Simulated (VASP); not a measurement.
CdTe, 2 atoms in the cell. It takes space group F-43m (No. 216, cubic). Conventional cell: a = 6.410 Å, b = 6.410 Å, c = 6.410 Å, α = 90.00°, β = 90.00°, γ = 90.00°. Te (site symmetry -43m) has 4 Cd at 2.78 Å within 3.7 Å. Within 3.7 Å of Cd (site symmetry -43m) lie 4 Te at 2.78 Å. 

| Item | Value |
| --- | --- |
| Program | VASP 6.6.1 |
| Task | single point |
| Functional | PBE |
| Potentials or basis | VASP PAW PBE potentials, release 64 (Te, Cd) |
| Cutoff | 520 eV |
| k mesh | 4 × 4 × 4 |
| Occupations | fermi-dirac, width 0.05 eV |
| Spin | no spin polarisation |
| Dipole correction | no |
| Further INCAR settings | ALGO = Normal; EDIFF = 1e-07; NBANDS = 16 |

Potentials or basis: VASP PAW PBE potentials, release 64 (Te, Cd).

The run is started by

```console
$ cat potpaw_PBE.64/Te/POTCAR potpaw_PBE.64/Cd/POTCAR > POTCAR
$ mpirun -np 1 vasp_std > vasp.out
```

Hardware: 1 thread of Intel(R) Xeon(R) Platinum 8259CL CPU @ 2.50GHz (Skylake/Cascade Lake), with other jobs on the host.

Problem. How long does it take, and how much memory?

Solution. Run time: 18 s on 1 thread of Intel(R) Xeon(R) Platinum 8259CL CPU @ 2.50GHz (Skylake/Cascade Lake), with other jobs on the host, peak memory 0.2 GiB. Counts: scf iterations 15, k points 8.
